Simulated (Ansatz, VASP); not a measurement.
## Two plane-wave programs on HfSc2O3

Contents of INCAR:

```
SYSTEM = HfSc2O3
PREC = Accurate
ENCUT = 600
EDIFF = 1E-6
ISMEAR = 0
SIGMA = 0.1
LREAL = .FALSE.
LASPH = .TRUE.
NELM = 60
ALGO = Normal
ISIF = 3
LWAVE = .FALSE.
LCHARG = .FALSE.
GGA = PE
IBRION = 2
NSW = 100
EDIFFG = -0.01
```

KPOINTS

```
Automatic mesh
0
G
  12 12 10
  0 0 0
```

File POSCAR:

```
HfSc2O3
1.0
    4.6205979485      0.0000000000      0.0000000000
   -2.3102989742      4.0015552041      0.0000000000
    0.0000000000      0.0000000000      4.1645372588
Hf Sc O
1 2 3
Direct
    0.0000000000      0.0000000000      0.5000000000
    0.3333333333      0.6666666667      0.0000000000
    0.6666666667      0.3333333333      0.0000000000
    0.3333333333      0.6666666667      0.5000000000
    0.6666666667      0.3333333333      0.5000000000
    0.0000000000      0.0000000000      0.0000000000
```

Input for Ansatz:

```yaml
crystal:
  lattice:
    - [4.6205979485, 0.0, 0.0]
    - [-2.3102989742, 4.0015552041, 0.0]
    - [0.0, 0.0, 4.1645372588]
  atoms:
    - { symbol: Hf, position: [0.0, 0.0, 0.5] }
    - { symbol: Sc, position: [0.3333333333, 0.6666666667, 0.0] }
    - { symbol: Sc, position: [0.6666666667, 0.3333333333, 0.0] }
    - { symbol: O, position: [0.3333333333, 0.6666666667, 0.5] }
    - { symbol: O, position: [0.6666666667, 0.3333333333, 0.5] }
    - { symbol: O, position: [0.0, 0.0, 0.0] }
basis:
  ecutwfc: 420
kpoints:
  mp_grid: { grid: [12, 12, 10] }
hamiltonian:
  xc: pbe
scf:
  occupations: { method: gaussian, width: 0.1 }
output:
  forces: true
  stress: true
  eigenvalues: true
relax:
  adjacent_minimum: "off"
  f_tol: 0.01
  max_steps: 80
  cell: { stress_tol: 0.05 }
```

Alike in both runs: task relaxation of cell and atoms; functional PBE; k mesh 12 × 12 × 10; occupations gaussian, width 0.1 eV; no spin polarisation.

```csv
,VASP,Ansatz
version,VASP 6.6.1,Ansatz 0.2.0
potentials or method,"VASP PAW PBE potentials, release 64 (Hf_pv, Sc_sv, O), cutoff 600 eV","scalar-relativistic, plane waves, PAW"
valence electrons in the cell,50,66
```

Ansatz gave:

| Item | Value |
| --- | --- |
| gap on the k mesh at the Fermi level, each at its own relaxed structure (eV) | none |
| relaxed volume (Å³/atom) | 12.71 |
| relaxed cell length with the largest relative difference (Å) | 4.595 |

Estimate VASP's values.

gap on the k mesh at the Fermi level, each at its own relaxed structure (eV): none; relaxed volume (Å³/atom): 12.46; relaxed cell length with the largest relative difference (Å): 4.538.

A gap of «none» marks a metal or a gap that the smearing closes. VASP's potentials hold 50 valence electrons a cell and Ansatz's 66, so a difference there can come from the potentials and not from the codes.

Neither program's run includes spin-orbit coupling.
